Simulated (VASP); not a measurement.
Wanted: the native input for a VASP 6.6.1 run.

```
Task                   : single point
Functional             : r2SCAN
Potentials or basis    : VASP PAW PBE potentials, release 64 (Pb_d)
Cutoff                 : 520 eV
k mesh                 : 11 × 11 × 11
Occupations            : fermi-dirac, width 0.3 eV
Spin                   : no spin polarisation
Dipole correction      : no
Further INCAR settings : ALGO = Normal; EDIFF = 1e-06; NBANDS = 13
```

The system is Pb.

```
Pb
1.0
     0.00000    2.49464    2.49464
     2.49464    0.00000    2.49464
     2.49464    2.49464    0.00000
Pb
1
Direct
  0.00000 0.00000 0.00000
```

One way to write it, as run:

POSCAR

```
Pb
1.0
    0.0000000000      2.4946408835      2.4946408835
    2.4946408835      0.0000000000      2.4946408835
    2.4946408835      2.4946408835      0.0000000000
Pb
1
Direct
    0.0000000000      0.0000000000      0.0000000000
```

INCAR.step1

```
  PREC = Accurate
  ENCUT = 520
  ISMEAR = -1
  SIGMA = 0.3
  LREAL = F
  LASPH = T
  NELM = 80
  NBANDS = 13
  GGA = PE
  ALGO = Normal
  EDIFF = 1E-4
  LWAVE = T
  LCHARG = F
```

INCAR.step2

```
  PREC = Accurate
  ENCUT = 520
  EDIFF = 1E-6
  ISMEAR = -1
  SIGMA = 0.3
  LREAL = F
  LASPH = T
  NELM = 80
  ALGO = Normal
  ISIF = 2
  LWAVE = F
  LCHARG = F
  METAGGA = R2SCAN
  LMIXTAU = T
  NBANDS = 13
  ISTART = 1
```

KPOINTS

```
Automatic mesh
0
Gamma
  11 11 11
```

Potentials or basis: VASP PAW PBE potentials, release 64 (Pb_d).

Launch:

```bash
$ cat potpaw_PBE.64/Pb_d/POTCAR > POTCAR
$ cp INCAR.step1 INCAR
$ mpirun -np 1 vasp_std > vasp.out
$ cp INCAR.step2 INCAR
$ mpirun -np 1 vasp_std > vasp.out
```

Results of the run:

```json
{
  "Pressure": "0.4 GPa",
  "Band gap on the k mesh": "zero (band 7 reaches 14.50 eV, above the bottom of band 8 at 5.53 eV)"
}
```

Caveat: the PAW data sets were made with another functional, which shifts forces and pressure a little; spin-orbit coupling is left out, which moves the levels of the heavy elements.

Run time: 54 s on 1 thread of Intel(R) Xeon(R) Platinum 8488C (Sapphire Rapids), with other jobs on the host, peak memory 0.17 GiB.
